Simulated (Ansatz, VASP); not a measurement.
## SnO2 in VASP and in Ansatz

```
Sn O
1.0
     4.72127    0.00000    0.00000
     0.00000    4.72425    0.00000
     0.00000    0.00000    3.19002
Sn O
2 4
Direct
  0.50000 0.50000 0.50000
  0.00000 0.00000 0.00000
  0.32803 0.32902 0.00000
  0.80557 0.19343 0.50000
  0.19443 0.80657 0.50000
  0.69443 0.69343 0.00000
```

Alike in both runs: task single point; functional LDA; k mesh 6 × 6 × 8; occupations gaussian, width 0.05 eV; no spin polarisation.

```csv
,VASP,Ansatz
version,VASP 6.6.1,Ansatz 0.2.0
potentials or method,"VASP PAW LDA potentials, release 64 (Sn_d, O), cutoff 520 eV","scalar-relativistic, plane waves, PAW"
valence electrons in the cell,52,52
```

Ansatz gave:

```
gap on the k mesh at the Fermi level (eV)                     : 1.24
least direct gap on the mesh (eV)                             : 1.24
pressure (GPa)                                                : 2.8
traceless stress, the component that is largest in VASP (GPa) : 1.72
rms of the force components (eV/Å)                            : 0.890
```

Question: Estimate VASP's values.

Answer: gap on the k mesh at the Fermi level (eV): 1.27; least direct gap on the mesh (eV): 1.27; pressure (GPa): 3.9; traceless stress, the component that is largest in VASP (GPa): 2.18; rms of the force components (eV/Å): 0.912.

LDA's correlation is that of Perdew and Zunger in VASP and of Perdew and Wang (1992) in Ansatz. Atom by atom the forces differ by 0.025 eV/Å (rms over components).
